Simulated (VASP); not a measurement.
Input of a VASP 6.6.1 run:

The input INCAR:

```
SYSTEM = SnSe
  PREC = Accurate
  ENCUT = 520
  EDIFF = 1E-7
  ISMEAR = 0
  SIGMA = 0.05
  LREAL = .False.
  LASPH = .True.
  NELM = 100
  ALGO = Normal
  ISIF = 2
  LWAVE = .False.
  LCHARG = .False.
  GGA = PE
  NBANDS = 50
```

File KPOINTS:

```
Automatic mesh
0
Gamma
  4 6 6
  0 0 0
```

File POSCAR:

```
SnSe
1.0
   11.7941653613      0.0000000000      0.0000000000
    0.0000000000      4.2070054080      0.0000000000
    0.0000000000      0.0000000000      4.5671013721
Sn Se
4 4
Direct
    0.1214769848      0.2500000000      0.1164645414
    0.8785230152      0.7500000000      0.8835354586
    0.3785230152      0.7500000000      0.6164645414
    0.6214769848      0.2500000000      0.3835354586
    0.8548816258      0.2500000000      0.4763342523
    0.1451183742      0.7500000000      0.5236657477
    0.6451183742      0.7500000000      0.9763342523
    0.3548816258      0.2500000000      0.0236657477
```

Potentials or basis: VASP PAW PBE potentials, release 64 (Sn_d, Se).

The run is started by

```bash
$ cat potpaw_PBE.64/Sn_d/POTCAR potpaw_PBE.64/Se/POTCAR > POTCAR
$ mpirun -np 1 vasp_std > vasp.out
```

(1) Predict the pressure.

(2) Predict the band gap on the k mesh.

(3) What does it give for the largest force?

Answers

(1) 0.0 GPa.

(2) 0.64 eV (least direct gap 0.87 eV).

(3) 0.017 eV/Å.

Caveat: semilocal functionals underestimate gaps, and a narrow one can read as zero; spin-orbit coupling is left out, which moves the levels of the heavy elements.

**What was measured.**

From “Linear dichroism of the optical properties of SnS and SnSe van der Waals crystals”, 2024, arxiv:2409.17412, for a bulk crystal of SnSe at 300 K: band gap 0.89 eV (indirect).

Against the measured gap of SnSe, 0.89 eV (indirect; 300 K; “Linear dichroism of the optical properties of SnS and SnSe van der Waals crystals”, 2024, arxiv:2409.17412), the calculated 0.64 eV is off by -0.25 eV. 2 values of this kind are on record (0.89 to 0.99 eV); this one was drawn at random. Spin-orbit coupling on Se, Sn is left out. The value is that of PBE on a finite k mesh, which can miss the band edges, without temperature or zero-point motion. Semilocal functionals fall short of measured gaps as a rule.
